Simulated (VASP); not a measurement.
Mg2Zn3O: single point with PBE

The system is Mg2Zn3O.

```xyz
6
Lattice="2.4349 1.4058 5.0457 -2.4349 1.4058 5.0457 0.0000 -2.8115 5.0457" Properties=species:S:1:pos:R:3 pbc="T T T"
Mg    0.0000    0.0000    5.7149
Mg    0.0000    0.0000    9.4221
Zn    0.0000    0.0000   12.4563
Zn    0.0000    0.0000    2.6807
Zn    0.0000    0.0000    0.0000
O     0.0000    0.0000    7.5685
```

- Program: VASP 6.6.1
- Task: single point
- Functional: PBE
- Potentials or basis: VASP PAW PBE potentials, release 64 (Mg, Zn, O)
- Cutoff: 600 eV
- k mesh: 4 × 4 × 4
- Occupations: gaussian, width 0.2 eV
- Spin: no spin polarisation

```
Pressure               : -0.1 GPa
Largest force          : 0.016 eV/Å
Band gap on the k mesh : zero (band 23 reaches 3.30 eV, above the bottom of band 24 at 2.14 eV)
```

Forces in eV/Å, atoms in the order of the input:
```
Mg   0.000  0.000 -0.016
Mg   0.000  0.000  0.016
Zn   0.000  0.000  0.004
Zn   0.000  0.000 -0.004
Zn   0.000  0.000  0.000
O    0.000  0.000  0.000
```

Stress tensor (GPa, compression positive):
```
-0.23  0.00  0.00
 0.00 -0.23  0.00
 0.00  0.00  0.18
```

Levels at points of the mesh, in eV from the Fermi level:
```tsv
k point	band 20	band 21	band 22	band 23	band 24	band 25	band 26	band 27
(0.00, 0.00, 0.00)	-2.95	-1.50	-0.73	0.95	1.40	1.40	1.55	1.55
(0.50, 0.00, 0.00)	-3.46	-2.67	-1.64	-0.38	-0.07	1.42	1.69	2.77
(0.50, 0.50, 0.00)	-3.72	-2.42	-2.07	-0.64	0.06	1.50	3.77	4.45
(0.50, 0.50, 0.50)	-2.96	-2.96	0.30	0.30	0.37	2.93	2.93	3.28
```

It took 47 s on 1 thread of Intel(R) Xeon(R) 6975P-C (Granite Rapids), on a shared host, peak memory 0.34 GiB.

Caveat: the k points lie up to 0.39 Å⁻¹ apart.
